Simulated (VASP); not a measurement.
# Fe (Im-3m) in VASP: notebook, part 2 of 2

VASP 6.6.1. The steps go on from the part before.

## 4. Relaxation of cell and atoms, PBEsol, collinear spin, ferromagnetic start

This run uses another cell than the first one, of 12.02 Å³/atom.

File INCAR:

```
ALGO = Normal ; EDIFF = 1E-6
EDIFFG = -0.02 ; ENCUT = 600
GGA = PS ; IBRION = 2
ISIF = 3 ; ISMEAR = -1
ISPIN = 2 ; LASPH = True
LCHARG = False ; LMAXMIX = 4
LORBIT = 11 ; LREAL = False
LWAVE = False ; MAGMOM = 3
NELM = 150 ; NSW = 80
PREC = Accurate ; SIGMA = 0.05
```

File KPOINTS:

```
k-points
0
Gamma
  13 13 13
```

File POSCAR:

```
Fe
1.0
   -1.4430000000      1.4430000000      1.4430000000
    1.4430000000     -1.4430000000      1.4430000000
    1.4430000000      1.4430000000     -1.4430000000
Fe
1
Direct
    0.0000000000      0.0000000000      0.0000000000
```

Potentials or basis: VASP PAW PBE potentials, release 64 (Fe).

Command:

```console
> cat potpaw_PBE.64/Fe/POTCAR > POTCAR
> mpirun -np 1 vasp_std > vasp.out
```

OUTCAR:

```text
EDIFF = 1E-6
   EDIFFG = -0.02
   ENCUT = 600
   GGA = PS
   IBRION = 2
   ISIF = 3
   ISMEAR = -1
   ISPIN = 2
   LASPH = True
   LORBIT = 11
   LREAL = False
   NELM = 150
   NSW = 80
   PREC = Accurate

 ion  position               nearest neighbor table
   1  0.000  0.000  0.000-

  LATTYP: Found a body centered cubic cell.
 ALAT       =     2.8860000000

  Lattice vectors:

 A1 = (  -1.4430000000,   1.4430000000,   1.4430000000)
 A2 = (   1.4430000000,  -1.4430000000,   1.4430000000)
 A3 = (   1.4430000000,   1.4430000000,  -1.4430000000)

Analysis of symmetry for initial positions (statically):
=====================================================================
 Subroutine PRICEL returns:
 Original cell was already a primitive cell.

 Routine SETGRP: Setting up the symmetry group for a
 body centered cubic supercell.

 Subroutine GETGRP returns: Found 48 space group operations
 (whereof 48 operations were pure point group operations)
 out of a pool of 48 trial point group operations.

The static configuration has the point symmetry O_h .

Analysis of symmetry for dynamics (positions and initial velocities):
=====================================================================
 Subroutine PRICEL returns:
 Original cell was already a primitive cell.

 Routine SETGRP: Setting up the symmetry group for a
 body centered cubic supercell.

 Subroutine GETGRP returns: Found 48 space group operations
 (whereof 48 operations were pure point group operations)
 out of a pool of 48 trial point group operations.

The dynamic configuration has the point symmetry O_h .

Analysis of structural, dynamic, and magnetic symmetry:
=====================================================================
 Subroutine PRICEL returns:
 Original cell was already a primitive cell.

 Routine SETGRP: Setting up the symmetry group for a
 body centered cubic supercell.

 Subroutine GETGRP returns: Found 48 space group operations
 (whereof 48 operations were pure point group operations)
 out of a pool of 48 trial point group operations.

The overall configuration has the point symmetry O_h .

 Subroutine INISYM returns: Found 48 space group operations
 (whereof 48 operations are pure point group operations),
 and found     1 'primitive' translations

----------------------------------------------------------------------------------------

                                     Primitive cell

  volume of cell :      12.0187

  direct lattice vectors                    reciprocal lattice vectors
    -1.443000000  1.443000000  1.443000000     0.000000000  0.346500347  0.346500347
     1.443000000 -1.443000000  1.443000000     0.346500347  0.000000000  0.346500347
     1.443000000  1.443000000 -1.443000000     0.346500347  0.346500347  0.000000000

  length of vectors
     2.499349315  2.499349315  2.499349315     0.490025489  0.490025489  0.490025489

  position of ions in fractional coordinates (direct lattice)
     0.000000000  0.000000000  0.000000000

  ion indices of the primitive-cell ions
   primitive index   ion index
                 1           1

----------------------------------------------------------------------------------------

 KPOINTS: k-points

Automatic generation of k-mesh.
 Grid dimensions read from file:
 generate k-points for:   13   13   13

 Generating k-lattice:

  Cartesian coordinates                     Fractional coordinates (reciprocal lattice)
[... 54 lines left out ...]
   ISPIN  =      2    spin polarized calculation?
   LNONCOLLINEAR =      F non collinear calculations
   LSORBIT =      F    spin-orbit coupling
   LASPH  =      T    aspherical Exc in radial PAW
   ENCUT  =  600.0 eV  44.10 Ry    6.64 a.u.   4.99  4.99  4.99*2*pi/ulx,y,z
   NELM   =    150;   NELMIN=  2; NELMDL= -5     # of ELM steps
   EDIFF  = 0.1E-05   stopping-criterion for ELM
   LREAL  =      F    real-space projection
   EDIFFG = -.2E-01   stopping-criterion for IOM
   NSW    =     80    number of steps for IOM
   IBRION =      2    ionic relax: 0-MD 1-quasi-New 2-CG
   NFREE  =      1    steps in history (QN), initial steepest desc. (CG)
   ISIF   =      3    stress and relaxation
   ISYM   =      2    0-nonsym 1-usesym 2-fastsym
   POTIM  = 0.5000    time-step for ionic-motion
   TEBEG  =    0.0;   TEEND  =   0.0 temperature during run
   PSTRESS=    0.0 pullay stress
   NELECT =       8.0000    total number of electrons
   NUPDOWN=      -1.0000    fix difference up-down
   EMIN   =  10.00;   EMAX   =-10.00  energy-range for DOS
   EFERMI =   0.00;   METHOD = LEGACY
   ISMEAR =    -1;   SIGMA  =   0.05  broadening in eV -4-tet -1-fermi 0-gaus
   EFERMI_NEDOS =   21; number of points for ismear=-14 and -15
   IALGO  =     38    algorithm
   IMIX   =      4    mixing-type and parameters
     AMIX     =   0.40;   BMIX     =  1.00
     AMIX_MAG =   1.60;   BMIX_MAG =  1.00
  volume/ion in A,a.u.               =      12.02        81.11
  Fermi-wavevector in a.u.,A,eV,Ry     =   1.429394  2.701162 27.798962  2.043166
  Thomas-Fermi vector in A             =   2.549352
   LORBIT       =     11    0 simple, 1 ext, 2 COOP (PROOUT), +10 PAW based schemes
   GGA     = PS    functional components
   LHFCALC =     F    Hartree Fock is set to
   AEXX    =    0.0000 exact exchange contribution
   IVDW    =     0    specifies the selected vdW correction
   LEPSILON=     F    determine dielectric tensor
   LRPA    =     F    only Hartree local field effects (RPA)
 conjugate gradient relaxation of ions
 spin polarized calculation
  energy-cutoff  :      600.00
  volume of cell :       12.02
 maximum number of plane-waves:       415
   NGX =  9   NGY =  9   NGZ =  9

--------------------------------------- Ionic step        1  -------------------------------------------

 number of electron       7.9999995 magnetization       2.2897236

 Free energy of the ion-electron system (eV)
  ---------------------------------------------------
  ext. energy  EPLUGINS =         0.00000000
  ---------------------------------------------------
  free energy    TOTEN  =        -8.84386685 eV

  energy without entropy =       -8.83351047  energy(sigma->0) =       -8.83868866

------------------------ aborting loop because EDIFF is reached ----------------------------------------

  FORCE on cell =-STRESS in cart. coord.  units (eV):
  Direction    XX          YY          ZZ          XY          YZ          ZX
  --------------------------------------------------------------------------------------
  -------------------------------------------------------------------------------------
  Total       -1.3273992     -1.3273992     -1.3273992      0.0000000      0.0000000      0.0000000
  in kB     -176.9510524   -176.9510524   -176.9510524      0.0000000      0.0000000      0.0000000
  external PRESSURE =    -176.9510524 kB  Pullay stress =       0.0000000 kB
[... 57 lines left out ...]
--------------------------------------- Ionic step        3  -------------------------------------------

 number of electron       7.9999999 magnetization       2.0689569

 Free energy of the ion-electron system (eV)
  ---------------------------------------------------
  ext. energy  EPLUGINS =         0.00000000
  ---------------------------------------------------
  free energy    TOTEN  =        -8.92234568 eV

  energy without entropy =       -8.91357963  energy(sigma->0) =       -8.91796265

 E-fermi :   6.2594     XC(G=0): -13.5711

 val. band max:        6.2574852756   @ k =  -0.2308   0.3077   0.1538
 cond. band min:       6.2722913188   @ k =  -0.3846   0.4615   0.2308
 fundamental gap:      0.0148060432
 Fermi energy:         6.2593510716

 spin component 1

 k-point     1 :       0.0000    0.0000    0.0000
  band No.  band energies     occupation
      1      -2.6166      1.00000
      2       3.8154      1.00000
      3       3.8154      1.00000
      4       3.8154      1.00000
      5       5.1727      1.00000
      6       5.1727      1.00000
      7      31.6346      0.00000
      8      31.6346      0.00000
      9      31.6346      0.00000
     10      37.0736      0.00000
[... 287 lines left out ...]
 k-point    24 :       0.2308    0.0769    0.0769
  band No.  band energies     occupation
      1       0.8994      1.00000
      2       2.9064      1.00000
      3       3.3375      1.00000
      4       5.1193      1.00000
      5       5.2927      1.00000
      6       6.4487      0.02217
      7      20.1107      0.00000
      8      24.1381      0.00000
      9      26.3848      0.00000
     10      33.5815      0.00000

 [... further k-points ...]

 spin component 2

 k-point     1 :       0.0000    0.0000    0.0000
  band No.  band energies     occupation
      1      -2.3596      1.00000
      2       5.6102      1.00000
      3       5.6102      1.00000
      4       5.6102      1.00000
      5       7.7238      0.00000
      6       7.7239      0.00000
      7      31.5572      0.00000
      8      31.5572      0.00000
      9      31.5572      0.00000
     10      37.3956      0.00000
[... 327 lines left out ...]
  FREE ENERGIE OF THE ION-ELECTRON SYSTEM (eV)
  ---------------------------------------------------
  free  energy   TOTEN  =        -8.9223456783 eV

  energy  without entropy=       -8.9135796303  energy(sigma->0) =       -8.91796265

 reached required accuracy - stopping structural energy minimisation

 total charge

# of ion       s       p       d       tot
------------------------------------------
    1        0.512   0.591   6.282   7.385

 magnetization (x)

# of ion       s       p       d       tot
------------------------------------------
    1       -0.013  -0.051   2.115   2.051
```

Run time: 84 s. Hardware: 1 thread of Intel Xeon 8259CL, shared host; peak memory 0.15 GiB.

Results:

```
Free energy                                           : -8.9223 eV
Relaxed volume                                        : 10.80 Å³/atom
Relaxed cell                                          : a = 2.412 Å, b = 2.412 Å, c = 2.412 Å, α = 109.47°, β = 109.47°, γ = 109.47°
Space group after relaxing (to 0.1 Å)                 : Im-3m (No. 229)
Energy gained by relaxing                             : 78.5 meV/atom
Ionic steps                                           : 3
Pressure after relaxing                               : -0.2 GPa
Net moment                                            : 2.07 μB per cell
Site moments                                          : Fe +2.05 μB
Valence electrons inside the program's atomic spheres : Fe 7.38
```

The path:
```csv
step,energy change (eV),largest force (eV/Å),pressure (GPa),volume (Å³)
1,0.0000,0.0000,-17.70,12.02
2,-0.0091,0.0000,26.41,9.85
3,-0.0785,0.0000,-0.16,10.80
```

Final structure:
```cif
data_structure
_symmetry_space_group_name_H-M 'P 1'
_symmetry_Int_Tables_number 1
_cell_length_a 2.4116
_cell_length_b 2.4116
_cell_length_c 2.4116
_cell_angle_alpha 109.471
_cell_angle_beta 109.471
_cell_angle_gamma 109.471
_cell_volume 10.80
loop_
_atom_site_label
_atom_site_type_symbol
_atom_site_fract_x
_atom_site_fract_y
_atom_site_fract_z
_atom_site_occupancy
Fe1 Fe 0.00000 0.00000 0.00000 1
```

Levels at points of the mesh, in eV from the Fermi level:
Spin up:
| k point | band 1 | band 2 | band 3 | band 4 | band 5 | band 6 | band 7 | band 8 | band 9 | band 10 |
| --- | --- | --- | --- | --- | --- | --- | --- | --- | --- | --- |
| (0.00, 0.00, 0.00) | -8.88 | -2.44 | -2.44 | -2.44 | -1.09 | -1.09 | 25.38 | 25.38 | 25.38 | 30.81 |
Spin down:
| k point | band 1 | band 2 | band 3 | band 4 | band 5 | band 6 | band 7 |
| --- | --- | --- | --- | --- | --- | --- | --- |
| (0.00, 0.00, 0.00) | -8.62 | -0.65 | -0.65 | -0.65 | 1.46 | 1.46 | 25.30 |

Caveat: the PAW data sets were made with another functional, which shifts forces and pressure a little.

## 5. Relaxation of cell and atoms, PBEsol, collinear spin, ferromagnetic start, target pressure 5 GPa, at which the enthalpy is minimised

This run uses another cell than the first one, of 12.02 Å³/atom.

File INCAR:

```
SYSTEM = Fe
  PREC = Accurate
  ENCUT = 600
  EDIFF = 1E-7
  ISMEAR = -1
  SIGMA = 0.05
  LREAL = .FALSE.
  LASPH = .TRUE.
  NELM = 150
  ALGO = Normal
  ISIF = 3
  LWAVE = .FALSE.
  LCHARG = .FALSE.
  ISPIN = 2
  MAGMOM = 3
  LORBIT = 11
  LMAXMIX = 4
  GGA = PS
  IBRION = 2
  NSW = 80
  EDIFFG = -0.02
  PSTRESS = 50.0
```

File KPOINTS:

```
regular mesh
0
G
  13 13 13
  0 0 0
```

POSCAR is that of step 4.

Command:

```console
> cat potpaw_PBE.64/Fe/POTCAR > POTCAR
> mpirun -np 1 vasp_std > vasp.out
```

Run time: 1.8 min. Hardware: 1 thread of Intel Xeon 8259CL, shared host; peak memory 0.16 GiB.

Results (log left out):

- Free energy: -8.9191 eV
- Relaxed volume: 10.57 Å³/atom
- Relaxed cell: a = 2.394 Å, b = 2.394 Å, c = 2.394 Å, α = 109.47°, β = 109.47°, γ = 109.47°
- Space group after relaxing (to 0.1 Å): Im-3m (No. 229)
- Energy change on relaxing (the run minimises the enthalpy): -75.3 meV/atom
- Ionic steps: 4
- Pressure after relaxing: 4.8 GPa
- Band gap on the k mesh: zero (filled and empty bands overlap)
- Net moment: 2.04 μB per cell
- Site moments: Fe +2.01 μB
- Valence electrons inside the program's atomic spheres: Fe 7.43

The path:
| step | energy change (eV) | largest force (eV/Å) | pressure (GPa) | volume (Å³) |
| --- | --- | --- | --- | --- |
| 1 | 0.0000 | 0.0000 | -17.44 | 12.02 |
| 2 | 0.1117 | 0.0000 | 47.03 | 9.32 |
| 3 | -0.0761 | 0.0000 | 4.11 | 10.60 |
| 4 | -0.0753 | 0.0000 | 4.79 | 10.57 |

Final structure:
```
CELL_PARAMETERS angstrom
-1.38246 1.38246 1.38246
1.38246 -1.38246 1.38246
1.38246 1.38246 -1.38246
ATOMIC_POSITIONS crystal
Fe 0.00000 0.00000 0.00000
```

Levels at points of the mesh, in eV from the Fermi level:
Spin up:
```
           k point  band 1  band 2  band 3  band 4  band 5  band 6  band 7  band 8  band 9  band 10
(0.00, 0.00, 0.00)   -9.02   -2.50   -2.50   -2.50   -1.10   -1.10   25.57   25.57   25.57    31.16
```
Spin down:
```csv
k point,band 1,band 2,band 3,band 4,band 5,band 6
"(0.00, 0.00, 0.00)",-8.76,-0.74,-0.74,-0.74,1.42,1.42
```

Caveat: the cell is relaxed towards a set pressure, so the run minimises the enthalpy, not the energy; the PAW data sets were made with another functional, which shifts forces and pressure a little.

## 6. Relaxation of cell and atoms, PBEsol, collinear spin, ferromagnetic start, target pressure 10 GPa, at which the enthalpy is minimised

This run uses another cell than the first one, of 12.02 Å³/atom.

File INCAR:

```
SYSTEM = Fe
PREC = Accurate
ENCUT = 600
EDIFF = 1E-6
ISMEAR = -1
SIGMA = 0.05
LREAL = .False.
LASPH = .True.
NELM = 150
ALGO = Normal
ISIF = 3
LWAVE = .False.
LCHARG = .False.
ISPIN = 2
MAGMOM = 3
LORBIT = 11
LMAXMIX = 4
GGA = PS
IBRION = 2
NSW = 80
EDIFFG = -0.02
PSTRESS = 100.0
```

File KPOINTS:

```
Automatic mesh
0
Gamma
  13 13 13
  0 0 0
```

POSCAR is that of step 5.

Potentials or basis: VASP PAW PBE potentials, release 64 (Fe).

Command:

```console
> cat potpaw_PBE.64/Fe/POTCAR > POTCAR
> mpirun -np 1 vasp_std > vasp.out
```

Wall time 2.6 min (1 thread of Intel Xeon 8259CL, shared host); peak memory 0.16 GiB.

The run converged. Its results:

* Free energy: -8.9098 eV
* Relaxed volume: 10.36 Å³/atom
* Relaxed cell: a = 2.379 Å, b = 2.379 Å, c = 2.379 Å, α = 109.47°, β = 109.47°, γ = 109.47°
* Space group after relaxing (to 0.1 Å): Im-3m (No. 229)
* Energy change on relaxing (the run minimises the enthalpy): -65.9 meV/atom
* Ionic steps: 7
* Pressure after relaxing: 10.0 GPa
* Band gap on the k mesh: zero (filled and empty bands overlap)
* Net moment: 2.01 μB per cell
* Site moments: Fe +1.99 μB
* Valence electrons inside the program's atomic spheres: Fe 7.48

The path:
| step | energy change (eV) | largest force (eV/Å) | pressure (GPa) | volume (Å³) |
| --- | --- | --- | --- | --- |
| 1 | 0.0000 | 0.0000 | -17.70 | 12.02 |
| 2 | 0.3290 | 0.0000 | 77.65 | 8.76 |
| 3 | -0.0696 | 0.0000 | 8.34 | 10.43 |
| 4 | -0.0668 | 0.0000 | 9.61 | 10.38 |
| 5 | -0.0648 | 0.0000 | 10.48 | 10.35 |
| 6 | -0.0674 | 0.0000 | 9.38 | 10.39 |
| 7 | -0.0659 | 0.0000 | 10.01 | 10.36 |

Final structure:
```
Fe
1.0
    -1.37347    1.37347    1.37347
     1.37347   -1.37347    1.37347
     1.37347    1.37347   -1.37347
Fe
1
Direct
  0.00000 0.00000 0.00000
```

Levels at points of the mesh, in eV from the Fermi level:
Spin up:
| k point | band 3 | band 4 | band 5 | band 6 | band 7 | band 8 |
| --- | --- | --- | --- | --- | --- | --- |
| (0.00, 0.00, 0.00) | -2.57 | -2.57 | -1.11 | -1.11 | 25.74 | 25.74 |
Spin down:
| k point | band 1 | band 2 | band 3 | band 4 | band 5 | band 6 |
| --- | --- | --- | --- | --- | --- | --- |
| (0.00, 0.00, 0.00) | -8.90 | -0.83 | -0.83 | -0.83 | 1.38 | 1.38 |

Caveat: the cell is relaxed towards a set pressure, so the run minimises the enthalpy, not the energy; the PAW data sets were made with another functional, which shifts forces and pressure a little.

## 7. Summary

| task | cell | cutoff (eV) | gap on the mesh (eV) | pressure (GPa) | moment (μB) |
| --- | --- | --- | --- | --- | --- |
| single point | a = 2.394 Å, angles 109.5°, 1 atom | 520 | none | 5.0 | 2.04 |
| single point | a = 2.411 Å, angles 109.5°, 1 atom | 520 | none | 0.1 | 2.07 |
| relaxation of cell and atoms | relaxed from a = 2.499 Å, angles 109.5°, 1 atom | 600 | none | -0.2 | 2.07 |
| relaxation of cell and atoms | relaxed to 5 GPa from a = 2.499 Å, angles 109.5°, 1 atom | 600 | none | 4.8 | 2.04 |
| relaxation of cell and atoms | relaxed to 10 GPa from a = 2.499 Å, angles 109.5°, 1 atom | 600 | none | 10.0 | 2.01 |

Alike in all rows: level PBEsol; potentials or basis VASP PAW PBE potentials, release 64 (Fe); spin collinear, ferromagnetic start; k mesh 13 × 13 × 13; smearing fermi-dirac 0.05 eV.

Caveats: the PAW data sets were made with another functional, which shifts forces and pressure a little; the cell is relaxed towards a set pressure, so the run minimises the enthalpy, not the energy (at least some runs); the cell stands under pressure (at least some runs).

Total energies depend on the potentials used, so only differences within one code and one set of settings carry meaning.

The gap in the log of VASP goes by the Fermi energy; the results here count the filled bands.